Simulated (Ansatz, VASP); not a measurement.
# NbC3 in VASP and in Ansatz

File INCAR:

```
SYSTEM = NbC3
PREC     = Accurate       ! precision mode
ENCUT    = 600            ! plane-wave cutoff, eV
EDIFF    = 1E-7           ! SCF threshold, eV
ISMEAR   = 0              ! smearing method
SIGMA    = 0.1            ! smearing width, eV
LREAL    = .FALSE.        ! projectors in reciprocal space
LASPH    = .TRUE.         ! aspherical terms in the spheres
NELM     = 100            ! most SCF steps
ALGO     = Normal         ! electronic algorithm
ISIF     = 3              ! what is computed and relaxed
LWAVE    = .FALSE.        ! write WAVECAR
LCHARG   = .FALSE.        ! write CHGCAR
GGA      = PE             ! functional
IBRION   = 2              ! ionic algorithm
NSW      = 90             ! ionic steps
EDIFFG   = -0.04          ! ionic threshold
```

KPOINTS

```
Automatic mesh
0
G
  6 6 4
  0 0 0
```

The input POSCAR:

```
NbC3
1.0
    4.8284613056      0.0000000000      0.0000000000
   -2.4142306528      4.1815701518      0.0000000000
    0.0000000000      0.0000000000      3.8755851922
Nb C
2 6
Direct
    0.3333333333      0.6666666667      0.2500000000
    0.6666666667      0.3333333333      0.7500000000
    0.8330000000      0.6660000000      0.2500000000
    0.1670000000      0.8330000000      0.7500000000
    0.3340000000      0.1670000000      0.2500000000
    0.1670000000      0.3340000000      0.7500000000
    0.8330000000      0.1670000000      0.2500000000
    0.6660000000      0.8330000000      0.7500000000
```

Input for Ansatz:

```yaml
crystal:
  lattice:
    - [4.8284613056, 0.0, 0.0]
    - [-2.4142306528, 4.1815701518, 0.0]
    - [0.0, 0.0, 3.8755851922]
  atoms:
    - { symbol: Nb, position: [0.3333333333, 0.6666666667, 0.25] }
    - { symbol: Nb, position: [0.6666666667, 0.3333333333, 0.75] }
    - { symbol: C, position: [0.833, 0.666, 0.25] }
    - { symbol: C, position: [0.167, 0.833, 0.75] }
    - { symbol: C, position: [0.334, 0.167, 0.25] }
    - { symbol: C, position: [0.167, 0.334, 0.75] }
    - { symbol: C, position: [0.833, 0.167, 0.25] }
    - { symbol: C, position: [0.666, 0.833, 0.75] }
basis:
  ecutwfc: 420
kpoints:
  mp_grid: { grid: [6, 6, 4] }
hamiltonian:
  xc: pbe
scf:
  occupations: { method: gaussian, width: 0.1 }
  lower_state_search: "off"
output:
  forces: true
  stress: true
  eigenvalues: true
relax:
  adjacent_minimum: "off"
  f_tol: 0.04
  max_steps: 70
  cell: { stress_tol: 0.4 }
```

Alike in both runs: task relaxation of cell and atoms; functional PBE; k mesh 6 × 6 × 4; occupations gaussian, width 0.1 eV; no spin polarisation.

|  | VASP | Ansatz |
| --- | --- | --- |
| version | VASP 6.6.1 | Ansatz 0.2.0 |
| potentials or method | VASP PAW PBE potentials, release 64 (Nb_sv, C), cutoff 600 eV | scalar-relativistic, plane waves, PAW |
| valence electrons in the cell | 50 | 50 |

|  | VASP | Ansatz | Ansatz less VASP |
| --- | --- | --- | --- |
| gap on the k mesh at the Fermi level, each at its own relaxed structure (eV) | none | none | - |
| relaxed volume (Å³/atom) | 10.44 | 10.58 | +0.134 |
| relaxed length of the cell vector where the two differ most in proportion (Å) | 5.179 | 5.231 | +0.0519 |

A gap of «none» marks a metal or a gap that the smearing closes.

The k mesh is coarse, so the values compare programs but aren't converged.
